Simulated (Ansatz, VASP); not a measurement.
One calculation of Cu, two programs

INCAR

```
ALGO = Fast
EDIFF = 1E-7
ENCUT = 520
ISIF = 2
ISMEAR = 0
LASPH = True
LCHARG = True
LELF = True
LREAL = False
LVHAR = True
LWAVE = False
NBANDS = 12
NELM = 80
PREC = Accurate
SIGMA = 0.15
```

KPOINTS

```
k-points
0
Gamma
  24 24 24
```

The input POSCAR:

```
Cu
1.0
   -1.5870726520      1.5870726520      1.3760814500
    1.5870726520     -1.5870726520      1.3760814500
    1.5870726520      1.5870726520     -1.3760814500
Cu
1
Direct
    0.0000000000      0.0000000000      0.0000000000
```

Input for Ansatz:

```yaml
crystal:
  lattice:
    - [-1.587072652, 1.587072652, 1.37608145]
    - [1.587072652, -1.587072652, 1.37608145]
    - [1.587072652, 1.587072652, -1.37608145]
  atoms:
    - { symbol: Cu, position: [0.0, 0.0, 0.0] }
basis:
  ecutwfc: 420
kpoints:
  mp_grid: { grid: [24, 24, 24] }
hamiltonian:
  xc: lda
scf:
  occupations: { method: gaussian, width: 0.15 }
output:
  forces: true
  stress: true
  eigenvalues: true
```

Change from the starting cell: strain +0.1000 x Voigt [1, 1, 0, 0, 0, 0], atoms carried along.

Alike in both runs: task single point; functional LDA; k mesh 24 × 24 × 24; occupations gaussian, width 0.15 eV; no spin polarisation.

```csv
,VASP,Ansatz
version,VASP 6.6.1,Ansatz 0.2.0
potentials or method,"VASP PAW LDA potentials, release 64 (Cu), cutoff 520 eV","scalar-relativistic, plane waves, PAW"
valence electrons in the cell,11,19
```

```csv
,VASP,Ansatz,Ansatz less VASP
gap on the k mesh at the Fermi level (eV),none,none,-
pressure (GPa),-23.3,-24.0,-0.70
"traceless stress, the component that is largest in VASP (GPa)",-0.26,-0.32,-0.060
```

LDA's correlation is that of Perdew and Zunger in VASP and of Perdew and Wang (1992) in Ansatz. A gap of «none» marks a metal or a gap that the smearing closes. VASP's potentials hold 11 valence electrons a cell and Ansatz's 19, so a difference there can come from the potentials and not from the codes.
